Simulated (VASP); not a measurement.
# Ba (Im-3m) in VASP: settings compared, part 2 of 2

VASP 6.6.1. Earlier steps stand in the parts before.

## (4) Single point, PBE

This run uses another cell than the first one, of 69.59 Å³/atom, 1.007 times its volume.

INCAR

```
PREC     = Accurate       # precision mode
ENCUT    = 500            # plane-wave cutoff, eV
EDIFF    = 1E-6           # SCF threshold, eV
ISMEAR   = 0              # smearing method
SIGMA    = 0.1            # smearing width, eV
LREAL    = False          # projectors in reciprocal space
LASPH    = True           # aspherical terms in the spheres
NELM     = 120            # most SCF steps
ALGO     = Normal         # electronic algorithm
ISIF     = 2              # what is computed and relaxed
LWAVE    = False          # write WAVECAR
LCHARG   = False          # write CHGCAR
GGA      = PE             # functional
NBANDS   = 11             # bands
GGA_COMPAT= False
```

KPOINTS

```
regular mesh
0
Gamma
  10 10 10
```

POSCAR

```
Ba
1.0
   -2.5911500000      2.5911500000      2.5911500000
    2.5911500000     -2.5911500000      2.5911500000
    2.5911500000      2.5911500000     -2.5911500000
Ba
1
Direct
    0.0000000000      0.0000000000      0.0000000000
```

Potentials or basis: VASP PAW PBE potentials, release 64 (Ba_sv).

On the command line:

```
> cat potpaw_PBE.64/Ba_sv/POTCAR > POTCAR
> mpirun -np 1 vasp_std > vasp.out
```

OUTCAR:

```text
PREC = Accurate
   ENCUT = 500
   EDIFF = 1E-6
   ISMEAR = 0
   LREAL = False
   LASPH = True
   NELM = 120
   ISIF = 2
   GGA = PE

 ion  position               nearest neighbor table
   1  0.000  0.000  0.000-

  LATTYP: Found a body centered cubic cell.
 ALAT       =     5.1823000000

  Lattice vectors:

 A1 = (  -2.5911500000,   2.5911500000,   2.5911500000)
 A2 = (   2.5911500000,  -2.5911500000,   2.5911500000)
 A3 = (   2.5911500000,   2.5911500000,  -2.5911500000)

Analysis of symmetry for initial positions (statically):
=====================================================================
 Subroutine PRICEL returns:
 Original cell was already a primitive cell.

 Routine SETGRP: Setting up the symmetry group for a
 body centered cubic supercell.

 Subroutine GETGRP returns: Found 48 space group operations
 (whereof 48 operations were pure point group operations)
 out of a pool of 48 trial point group operations.

The static configuration has the point symmetry O_h .

Analysis of symmetry for dynamics (positions and initial velocities):
=====================================================================
 Subroutine PRICEL returns:
 Original cell was already a primitive cell.

 Routine SETGRP: Setting up the symmetry group for a
 body centered cubic supercell.

 Subroutine GETGRP returns: Found 48 space group operations
 (whereof 48 operations were pure point group operations)
 out of a pool of 48 trial point group operations.

The dynamic configuration has the point symmetry O_h .

 Subroutine INISYM returns: Found 48 space group operations
 (whereof 48 operations are pure point group operations),
 and found     1 'primitive' translations

----------------------------------------------------------------------------------------

                                     Primitive cell

  volume of cell :      69.5885

  direct lattice vectors                    reciprocal lattice vectors
    -2.591150000  2.591150000  2.591150000     0.000000000  0.192964514  0.192964514
     2.591150000 -2.591150000  2.591150000     0.192964514  0.000000000  0.192964514
     2.591150000  2.591150000 -2.591150000     0.192964514  0.192964514  0.000000000

  length of vectors
     4.488003450  4.488003450  4.488003450     0.272893033  0.272893033  0.272893033

  position of ions in fractional coordinates (direct lattice)
     0.000000000  0.000000000  0.000000000

  ion indices of the primitive-cell ions
   primitive index   ion index
                 1           1

----------------------------------------------------------------------------------------

 KPOINTS: regular mesh

Automatic generation of k-mesh.
 Grid dimensions read from file:
 generate k-points for:   10   10   10

 Generating k-lattice:

  Cartesian coordinates                     Fractional coordinates (reciprocal lattice)
     0.000000000  0.019296451  0.019296451     0.100000000  0.000000000  0.000000000
     0.019296451  0.000000000  0.019296451     0.000000000  0.100000000  0.000000000
     0.019296451  0.019296451  0.000000000     0.000000000  0.000000000  0.100000000

  Length of vectors
     0.027289303  0.027289303  0.027289303

  Shift w.r.t. Gamma in fractional coordinates (k-lattice)
     0.000000000  0.000000000  0.000000000

 Subroutine IBZKPT returns following result:
 ===========================================

 Found     47 irreducible k-points:

 Following reciprocal coordinates:
            Coordinates               Weight
  0.000000  0.000000  0.000000      1.000000
  0.100000  0.000000  0.000000     12.000000
  0.200000  0.000000  0.000000     12.000000
  0.300000  0.000000  0.000000     12.000000
  0.400000  0.000000  0.000000     12.000000
  0.500000  0.000000  0.000000      6.000000
[... 16 lines left out ...]
  0.300000  0.300000  0.100000      8.000000
 -0.300000  0.300000  0.100000     24.000000
 [... further k-points ...]
   k-points           NKPTS =     47   k-points in BZ     NKDIM =     47   number of bands    NBANDS=     11
   number of dos      NEDOS =    301   number of ions     NIONS =      1
   total plane-waves  NPLWV =  46656
   dimension x,y,z NGX =    36 NGY =   36 NGZ =   36
   dimension x,y,z NGXF=    72 NGYF=   72 NGZF=   72
   ions per type =               1
   NGX,Y,Z   is equivalent  to a cutoff of  13.34, 13.34, 13.34 a.u.
   NGXF,Y,Z  is equivalent  to a cutoff of  26.67, 26.67, 26.67 a.u.
 SYSTEM =  unknown system
   PREC   = accura    normal or accurate (medium, high low for compatibility)
   ISTART =      0    job   : 0-new  1-cont  2-samecut
   ICHARG =      2    charge: 1-file 2-atom 10-const
   ISPIN  =      1    spin polarized calculation?
   LNONCOLLINEAR =      F non collinear calculations
   LSORBIT =      F    spin-orbit coupling
   LASPH  =      T    aspherical Exc in radial PAW
   ENCUT  =  500.0 eV  36.75 Ry    6.06 a.u.   8.18  8.18  8.18*2*pi/ulx,y,z
   NELM   =    120;   NELMIN=  2; NELMDL= -5     # of ELM steps
   EDIFF  = 0.1E-05   stopping-criterion for ELM
   LREAL  =      F    real-space projection
   EDIFFG = 0.1E-04   stopping-criterion for IOM
   NSW    =      0    number of steps for IOM
   IBRION =     -1    ionic relax: 0-MD 1-quasi-New 2-CG
   NFREE  =      0    steps in history (QN), initial steepest desc. (CG)
   ISIF   =      2    stress and relaxation
   ISYM   =      2    0-nonsym 1-usesym 2-fastsym
   POTIM  = 0.5000    time-step for ionic-motion
   TEBEG  =    0.0;   TEEND  =   0.0 temperature during run
   PSTRESS=    0.0 pullay stress
   NELECT =      10.0000    total number of electrons
   NUPDOWN=      -1.0000    fix difference up-down
   EMIN   =  10.00;   EMAX   =-10.00  energy-range for DOS
   EFERMI =   0.00;   METHOD = LEGACY
   ISMEAR =     0;   SIGMA  =   0.10  broadening in eV -4-tet -1-fermi 0-gaus
   EFERMI_NEDOS =   21; number of points for ismear=-14 and -15
   IALGO  =     38    algorithm
   IMIX   =      4    mixing-type and parameters
     AMIX     =   0.40;   BMIX     =  1.00
     AMIX_MAG =   1.60;   BMIX_MAG =  1.00
  volume/ion in A,a.u.               =      69.59       469.61
  Fermi-wavevector in a.u.,A,eV,Ry     =   0.857490  1.620421 10.004210  0.735289
  Thomas-Fermi vector in A             =   1.974551
   LORBIT       =      0    0 simple, 1 ext, 2 COOP (PROOUT), +10 PAW based schemes
   GGA     = PE    functional components
   LHFCALC =     F    Hartree Fock is set to
   AEXX    =    0.0000 exact exchange contribution
   IVDW    =     0    specifies the selected vdW correction
   LEPSILON=     F    determine dielectric tensor
   LRPA    =     F    only Hartree local field effects (RPA)
 non-spin polarized calculation
 Gauss-broadening in eV      SIGMA  =   0.10
  energy-cutoff  :      500.00
  volume of cell :       69.59
 maximum number of plane-waves:      1830
 NGX is ok and might be reduce to    36
   NGX = 17   NGY = 17   NGZ = 17

 number of electron      10.0000000 magnetization

 Free energy of the ion-electron system (eV)
  ---------------------------------------------------
  ext. energy  EPLUGINS =         0.00000000
  ---------------------------------------------------
  free energy    TOTEN  =        -1.89656341 eV

  energy without entropy =       -1.89002705  energy(sigma->0) =       -1.89329523

 E-fermi :   1.3228     XC(G=0):  -7.0997

 val. band max:        1.2924916668   @ k =   0.5000   0.5000   0.3000
 cond. band min:       1.3271724116   @ k =  -0.4000  -0.4000   0.1000
 fundamental gap:      0.0346807448
 Fermi energy:         1.3227507266

 k-point     1 :       0.0000    0.0000    0.0000
  band No.  band energies     occupation
      1     -27.7314      2.00000
      2     -12.7267      2.00000
      3     -12.7267      2.00000
      4     -12.7267      2.00000
      5      -1.3605      2.00000
      6       3.0469      0.00000
      7       3.0469      0.00000
      8       3.0469      0.00000
      9       4.3223      0.00000
     10       4.3223      0.00000
     11       7.9792      0.00000
[... 309 lines left out ...]
 k-point    24 :      -0.3000    0.3000    0.1000
  band No.  band energies     occupation
      1     -27.7111      2.00000
      2     -12.9429      2.00000
      3     -12.8098      2.00000
      4     -12.7524      2.00000
      5       0.0157      2.00000
      6       2.2149      0.00000
      7       2.4605      0.00000
      8       3.6466      0.00000
      9       4.4267      0.00000
     10       4.7526      0.00000
     11       7.5863      0.00000

 [... further k-points ...]

------------------------ aborting loop because EDIFF is reached ----------------------------------------

  FORCE on cell =-STRESS in cart. coord.  units (eV):
  Direction    XX          YY          ZZ          XY          YZ          ZX
  --------------------------------------------------------------------------------------
  -------------------------------------------------------------------------------------
  Total       -0.2976750     -0.2976750     -0.2976750      0.0000000      0.0000000      0.0000000
  in kB       -6.8535443     -6.8535443     -6.8535443      0.0000000      0.0000000      0.0000000
  external PRESSURE =      -6.8535443 kB  Pullay stress =       0.0000000 kB

 VOLUME and BASIS-vectors are now :
 -----------------------------------------------------------------------------
  energy-cutoff  :      500.00
  volume of cell :       69.59
      direct lattice vectors                 reciprocal lattice vectors
    -2.591150000  2.591150000  2.591150000     0.000000000  0.192964514  0.192964514
     2.591150000 -2.591150000  2.591150000     0.192964514  0.000000000  0.192964514
     2.591150000  2.591150000 -2.591150000     0.192964514  0.192964514  0.000000000

 POSITION                                       TOTAL-FORCE (eV/Angst)
 -----------------------------------------------------------------------------------
      0.00000      0.00000      0.00000         0.000000      0.000000     -0.000000
 -----------------------------------------------------------------------------------
    total drift:                               -0.000000      0.000000      0.000000

  FREE ENERGIE OF THE ION-ELECTRON SYSTEM (eV)
  ---------------------------------------------------
  free  energy   TOTEN  =        -1.8965634065 eV

  energy  without entropy=       -1.8900270532  energy(sigma->0) =       -1.89329523
```

It took 27 s on 1 thread of Intel Xeon 6975P-C, shared host; peak memory 0.21 GiB.

What came out:

| Item | Value |
| --- | --- |
| Free energy | -1.8966 eV |
| Pressure | -0.7 GPa |
| Band gap on the k mesh | zero (band 5 reaches 1.59 eV, above the bottom of band 6 at 0.91 eV) |

Levels at points of the mesh, in eV from the Fermi level:
```csv
k point,band 1,band 2,band 3,band 4,band 5,band 6,band 7,band 8,band 9,band 10
"(0.00, 0.00, 0.00)",-29.05,-14.05,-14.05,-14.05,-2.68,1.72,1.72,1.72,3.00,3.00
"(0.50, 0.00, 0.00)",-29.03,-14.38,-14.16,-14.05,-0.82,0.70,0.99,2.93,3.47,4.72
"(0.50, 0.50, 0.50)",-29.01,-14.28,-14.28,-14.28,-0.41,-0.41,3.90,3.90,3.90,4.30
```

Caveat: spin-orbit coupling is left out, which moves the levels of the heavy elements.

## (5) Single point, LDA

This run uses another cell than the first one, of 55.38 Å³/atom, 0.801 times its volume.

INCAR

```
PREC = Accurate
ENCUT = 500
EDIFF = 1E-6
ISMEAR = 0
SIGMA = 0.1
LREAL = F
LASPH = T
NELM = 120
ALGO = Normal
ISIF = 2
LWAVE = F
LCHARG = F
NBANDS = 11
GGA_COMPAT = F
```

KPOINTS

```
Automatic mesh
0
Gamma
  12 12 12
```

POSCAR

```
Ba
1.0
   -2.4011500000      2.4011500000      2.4011500000
    2.4011500000     -2.4011500000      2.4011500000
    2.4011500000      2.4011500000     -2.4011500000
Ba
1
Direct
    0.0000000000      0.0000000000      0.0000000000
```

Potentials or basis: VASP PAW LDA potentials, release 64 (Ba_sv).

On the command line:

```
> cat potpaw_LDA.64/Ba_sv/POTCAR > POTCAR
> mpirun -np 1 vasp_std > vasp.out
```

OUTCAR:

```text
PREC = Accurate
   ENCUT = 500
   EDIFF = 1E-6
   ISMEAR = 0
   LREAL = F
   LASPH = T
   NELM = 120
   ISIF = 2

 ion  position               nearest neighbor table
   1  0.000  0.000  0.000-

  LATTYP: Found a body centered cubic cell.
 ALAT       =     4.8023000000

  Lattice vectors:

 A1 = (  -2.4011500000,   2.4011500000,   2.4011500000)
 A2 = (   2.4011500000,  -2.4011500000,   2.4011500000)
 A3 = (   2.4011500000,   2.4011500000,  -2.4011500000)

[... 513 lines left out ...]
     11       8.3782      0.00000

 [... further k-points ...]

------------------------ aborting loop because EDIFF is reached ----------------------------------------

  FORCE on cell =-STRESS in cart. coord.  units (eV):
  Direction    XX          YY          ZZ          XY          YZ          ZX
  --------------------------------------------------------------------------------------
  -------------------------------------------------------------------------------------
  Total       -0.0816018     -0.0816018     -0.0816018      0.0000000      0.0000000     -0.0000000
  in kB       -2.3609820     -2.3609820     -2.3609820      0.0000000      0.0000000     -0.0000000
  external PRESSURE =      -2.3609820 kB  Pullay stress =       0.0000000 kB

 VOLUME and BASIS-vectors are now :
 -----------------------------------------------------------------------------
  energy-cutoff  :      500.00
  volume of cell :       55.38
      direct lattice vectors                 reciprocal lattice vectors
    -2.401150000  2.401150000  2.401150000     0.000000000  0.208233555  0.208233555
     2.401150000 -2.401150000  2.401150000     0.208233555  0.000000000  0.208233555
     2.401150000  2.401150000 -2.401150000     0.208233555  0.208233555  0.000000000

 POSITION                                       TOTAL-FORCE (eV/Angst)
 -----------------------------------------------------------------------------------
      0.00000      0.00000      0.00000        -0.000000      0.000000     -0.000000
 -----------------------------------------------------------------------------------
    total drift:                               -0.000000      0.000000      0.000000

  FREE ENERGIE OF THE ION-ELECTRON SYSTEM (eV)
  ---------------------------------------------------
  free  energy   TOTEN  =        -2.2524445402 eV

  energy  without entropy=       -2.2463049185  energy(sigma->0) =       -2.24937473
```

stdout:

```text
POSCAR found type information on POSCAR Ba
 POSCAR found :  1 types and       1 ions
 scaLAPACK will be used
 LDA part: xc-table for (Slater(with rela. corr.)+CA(PZ))
 , standard interpolation
 POSCAR, INCAR and KPOINTS ok, starting setup
 FFT: planning ... GRIDC
 FFT: planning ... GRID_SOFT
 FFT: planning ... GRID
 WAVECAR not read
 entering main loop
```

It took 25 s on 1 thread of Intel Xeon 6975P-C, shared host; peak memory 0.17 GiB.

Results:

```
Free energy            : -2.2524 eV
Pressure               : -0.2 GPa
Band gap on the k mesh : zero (band 5 reaches 2.53 eV, above the bottom of band 6 at 1.14 eV)
```

Levels at points of the mesh, in eV from the Fermi level:
```
           k point  band 1  band 2  band 3  band 4  band 5  band 6  band 7  band 8  band 9  band 10
(0.00, 0.00, 0.00)  -28.62  -13.49  -13.49  -13.49   -2.80    1.90    1.90    1.90    3.54     3.54
(0.50, 0.00, 0.00)  -28.54  -14.19  -13.71  -13.49   -1.00    0.61    1.76    3.53    4.19     5.91
(0.50, 0.50, 0.50)  -28.49  -13.97  -13.97  -13.97   -0.73   -0.73    5.03    5.03    5.03     5.31
```

Caveat: spin-orbit coupling is left out, which moves the levels of the heavy elements.

## (6) Summary

```csv
level,potentials or basis,cell,k mesh,gap on the mesh (eV),pressure (GPa)
PBEsol,"VASP PAW PBE potentials, release 64 (Ba_sv)","a = 4.478 Å, angles 109.5°, 1 atom",12 × 12 × 12,none,-1.2
PBE,"VASP PAW PBE potentials, release 64 (Ba_sv)","a = 4.488 Å, angles 109.5°, 1 atom",10 × 10 × 10,none,-0.7
LDA,"VASP PAW LDA potentials, release 64 (Ba_sv)","a = 4.159 Å, angles 109.5°, 1 atom",12 × 12 × 12,none,-0.2
```

Alike in all rows: task single point; no spin polarisation; cutoff (eV) 500; smearing gaussian 0.1 eV.

Caveats: spin-orbit coupling is left out, which moves the levels of the heavy elements; the PAW data sets were made with another functional, which shifts forces and pressure a little (some runs).

Total energies depend on the potentials used, so only differences within one code and one set of settings carry meaning.
